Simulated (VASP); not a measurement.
# EuS (Fm-3m) in VASP: single point with revPBE+D4

Aim: the single point of EuS with revPBE+D4.

Everything below comes from runs of VASP 6.6.1. Logs are shortened: lines on timing, memory, paths and dates and some standing lists are left out, and cuts for length are marked.

## (1) The cell of the first run

Symmetry: Fm-3m, No. 225, cubic system. The conventional cell has a = 5.957 Å, b = 5.957 Å, c = 5.957 Å, α = 90.00°, β = 90.00°, γ = 90.00°. Eu (site symmetry m-3m) has 6 S at 2.98 Å within 3.9 Å. Within 3.9 Å of S (site symmetry m-3m) lie 6 Eu at 2.98 Å.

## (2) Single point, revPBE+D4, collinear spin, ferromagnetic start

The input, INCAR:

```
SYSTEM = EuS
ALGO     = Normal         ! electronic algorithm
EDIFF    = 1E-6           ! SCF threshold, eV
ENCUT    = 600            ! plane-wave cutoff, eV
GGA      = RE             ! functional
GGA_COMPAT= .False.      
ISIF     = 2              ! what is computed and relaxed
ISMEAR   = -1             ! smearing method
ISPIN    = 2              ! spin polarisation
IVDW     = 13             ! dispersion correction
LASPH    = .True.         ! aspherical terms in the spheres
LCHARG   = .True.         ! write CHGCAR
LELF     = .True.         ! ELF
LMAXMIX  = 6              ! l up to which the mixer works
LORBIT   = 11             ! projections on sites
LREAL    = .False.        ! projectors in reciprocal space
LVHAR    = .True.       
LWAVE    = .False.        ! write WAVECAR
MAGMOM   = 4.9 0          ! initial moments
NBANDS   = 22             ! bands
NELM     = 200            ! most SCF steps
PREC     = Accurate       ! precision mode
SIGMA    = 0.1            ! smearing width, eV
```

The input, KPOINTS:

```
k-points
0
Gamma
  8 8 8
  0 0 0
```

The input, POSCAR:

```
EuS
1.0
    0.0000000000      2.9785000000      2.9785000000
    2.9785000000      0.0000000000      2.9785000000
    2.9785000000      2.9785000000      0.0000000000
Eu S
1 1
Direct
    0.0000000000      0.0000000000      0.0000000000
    0.5000000000      0.5000000000      0.5000000000
```

Potentials or basis: VASP PAW PBE potentials, release 64 (Eu, S).

Started as:

```sh
> cat potpaw_PBE.64/Eu/POTCAR potpaw_PBE.64/S/POTCAR > POTCAR
> mpirun -np 1 vasp_std > vasp.out
```

OUTCAR:

```text
SYSTEM = EuS
   EDIFF = 1E-6
   ENCUT = 600
   GGA = RE
   ISIF = 2
   ISMEAR = -1
   ISPIN = 2
   IVDW = 13
   LASPH = .True.
   LORBIT = 11
   LREAL = .False.
   NELM = 200
   PREC = Accurate

 ion  position               nearest neighbor table
   1  0.000  0.000  0.000-   2 2.98   2 2.98   2 2.98   2 2.98   2 2.98   2 2.98
   2  0.500  0.500  0.500-   1 2.98   1 2.98   1 2.98   1 2.98   1 2.98   1 2.98

  LATTYP: Found a face centered cubic cell.
 ALAT       =     5.9570000000

  Lattice vectors:

 A1 = (   0.0000000000,   2.9785000000,   2.9785000000)
 A2 = (   2.9785000000,   0.0000000000,   2.9785000000)
 A3 = (   2.9785000000,   2.9785000000,   0.0000000000)

Analysis of symmetry for initial positions (statically):
=====================================================================
 Subroutine PRICEL returns:
 Original cell was already a primitive cell.

 Routine SETGRP: Setting up the symmetry group for a
 face centered cubic supercell.

 Subroutine GETGRP returns: Found 48 space group operations
 (whereof 48 operations were pure point group operations)
 out of a pool of 48 trial point group operations.

The static configuration has the point symmetry O_h .

Analysis of symmetry for dynamics (positions and initial velocities):
=====================================================================
 Subroutine PRICEL returns:
 Original cell was already a primitive cell.

 Routine SETGRP: Setting up the symmetry group for a
 face centered cubic supercell.

 Subroutine GETGRP returns: Found 48 space group operations
 (whereof 48 operations were pure point group operations)
 out of a pool of 48 trial point group operations.

The dynamic configuration has the point symmetry O_h .

Analysis of structural, dynamic, and magnetic symmetry:
=====================================================================
 Subroutine PRICEL returns:
 Original cell was already a primitive cell.

 Routine SETGRP: Setting up the symmetry group for a
 face centered cubic supercell.

 Subroutine GETGRP returns: Found 48 space group operations
 (whereof 48 operations were pure point group operations)
 out of a pool of 48 trial point group operations.

The overall configuration has the point symmetry O_h .

 Subroutine INISYM returns: Found 48 space group operations
 (whereof 48 operations are pure point group operations),
 and found     1 'primitive' translations

[... 116 lines left out ...]
  Fermi-wavevector in a.u.,A,eV,Ry     =   1.240633  2.344456 20.941667  1.539169
  Thomas-Fermi vector in A             =   2.375065
   LORBIT       =     11    0 simple, 1 ext, 2 COOP (PROOUT), +10 PAW based schemes
   GGA     = RE    functional components
   LHFCALC =     F    Hartree Fock is set to
   AEXX    =    0.0000 exact exchange contribution
   IVDW    =    13    specifies the selected vdW correction
   LEPSILON=     F    determine dielectric tensor
   LRPA    =     F    only Hartree local field effects (RPA)
 spin polarized calculation
  energy-cutoff  :      600.00
  volume of cell :       52.85
 maximum number of plane-waves:      1807
 NGX is ok and might be reduce to    36
   NGX = 17   NGY = 17   NGZ = 17

 number of electron      22.9999997 magnetization       6.9701582

 Free energy of the ion-electron system (eV)
  ---------------------------------------------------
  ext. energy  EPLUGINS =         0.00000000
  ---------------------------------------------------
  free energy    TOTEN  =       -19.43133896 eV

  energy without entropy =      -19.38142759  energy(sigma->0) =      -19.40638327

 E-fermi :   4.5034     XC(G=0):  -9.5060

 val. band max:        4.4935470487   @ k =   0.2500   0.2500   0.0000
 cond. band min:       4.5191753204   @ k =   0.3750   0.3750   0.0000
 fundamental gap:      0.0256282717
 Fermi energy:         4.5033747766

 spin component 1

 k-point     1 :       0.0000    0.0000    0.0000
  band No.  band energies     occupation
      1     -37.1950      1.00000
      2     -15.8924      1.00000
      3     -15.8924      1.00000
      4     -15.8924      1.00000
      5      -9.0909      1.00000
      6       1.6006      1.00000
[... 589 lines left out ...]
     21      10.5486      0.00000
     22      11.5080      0.00000

 [... further k-points ...]

 spin component 2

 k-point     1 :       0.0000    0.0000    0.0000
  band No.  band energies     occupation
      1     -34.0671      1.00000
      2     -13.6278      1.00000
      3     -13.6278      1.00000
      4     -13.6278      1.00000
      5      -9.0925      1.00000
      6       1.7423      1.00000
[... 589 lines left out ...]
     21      11.5797      0.00000
     22      12.4039      0.00000

 [... further k-points ...]

------------------------ aborting loop because EDIFF is reached ----------------------------------------

  DFT-D4 for vdW energy calculation

  Edisp (eV):   -0.86264

  FORCE on cell =-STRESS in cart. coord.  units (eV):
  Direction    XX          YY          ZZ          XY          YZ          ZX
  --------------------------------------------------------------------------------------
  -------------------------------------------------------------------------------------
  Total      -1.34500    -1.34500    -1.34500     0.00000     0.00000    -0.00000
  in kB     -40.77647   -40.77647   -40.77647     0.00000     0.00000    -0.00000
  external pressure =      -40.78 kB  Pullay stress =        0.00 kB

 VOLUME and BASIS-vectors are now :
 -----------------------------------------------------------------------------
  energy-cutoff  :      600.00
  volume of cell :       52.85
      direct lattice vectors                 reciprocal lattice vectors
     0.000000000  2.978500000  2.978500000    -0.167869733  0.167869733  0.167869733
     2.978500000  0.000000000  2.978500000     0.167869733 -0.167869733  0.167869733
     2.978500000  2.978500000  0.000000000     0.167869733  0.167869733 -0.167869733

 POSITION                                       TOTAL-FORCE (eV/Angst)
 -----------------------------------------------------------------------------------
      0.00000      0.00000      0.00000         0.000000      0.000000      0.000000
      2.97850      2.97850      2.97850        -0.000000      0.000000     -0.000000
 -----------------------------------------------------------------------------------
    total drift:                                0.000000      0.000000      0.000000

  FREE ENERGIE OF THE ION-ELECTRON SYSTEM (eV)
  ---------------------------------------------------
  free  energy   TOTEN  =       -20.2939804600 eV

  energy  without entropy=      -20.2440690868  energy(sigma->0) =      -20.26902477

 total charge

# of ion       s       p       d       f       tot
--------------------------------------------------
    1        2.029   5.773   0.305   6.651  14.758
    2        1.317   2.442   0.000   0.000   3.759
--------------------------------------------------
tot          3.346   8.215   0.305   6.651  18.517

 magnetization (x)

# of ion       s       p       d       f       tot
--------------------------------------------------
    1       -0.015  -0.116   0.092   6.621   6.581
    2       -0.007  -0.069   0.000   0.000  -0.076
--------------------------------------------------
tot         -0.022  -0.185   0.092   6.621   6.505
```

stdout:

```text
POSCAR found type information on POSCAR EuS
 POSCAR found :  2 types and       2 ions
 scaLAPACK will be used
 -----------------------------------------------------------------------------
|                                                                             |
|                                                                             |
|     You enforced a specific xc type in the INCAR file but a different       |
|     I HOPE YOU KNOW WHAT YOU ARE DOING!                                     |
|                                                                             |
 -----------------------------------------------------------------------------

 LDA part: xc-table for (Slater+PW92), standard interpolation
 POSCAR, INCAR and KPOINTS ok, starting setup
 FFT: planning ... GRIDC
 FFT: planning ... GRID_SOFT
 FFT: planning ... GRID
 WAVECAR not read
 entering main loop
```

Run time: 2.4 min. Hardware: 1 thread of Intel Xeon Platinum 8488C (Sapphire Rapids), shared host; peak memory 0.28 GiB.

What came out:

| Property | Result |
| --- | --- |
| Free energy | -20.2940 eV |
| Pressure | -4.1 GPa |
| Band gap on the k mesh | zero (filled and empty bands overlap) |
| Net moment | 6.97 μB per cell |
| Site moments | Eu +6.58; S -0.08 μB |
| Valence electrons inside the program's atomic spheres | Eu 14.76; S 3.76 |
| Dispersion energy per atom | -0.431 eV |

Caveat: the cell stands under tension; the PAW data sets were made with another functional, which shifts forces and pressure a little; spin-orbit coupling is left out, which moves the levels of the heavy elements; a cell with one magnetic atom can't hold antiferromagnetic order, which such compounds often take; semilocal functionals describe open f shells poorly, which spoils levels, moments and volumes. The state reached can hang on the start; a lower one may exist.
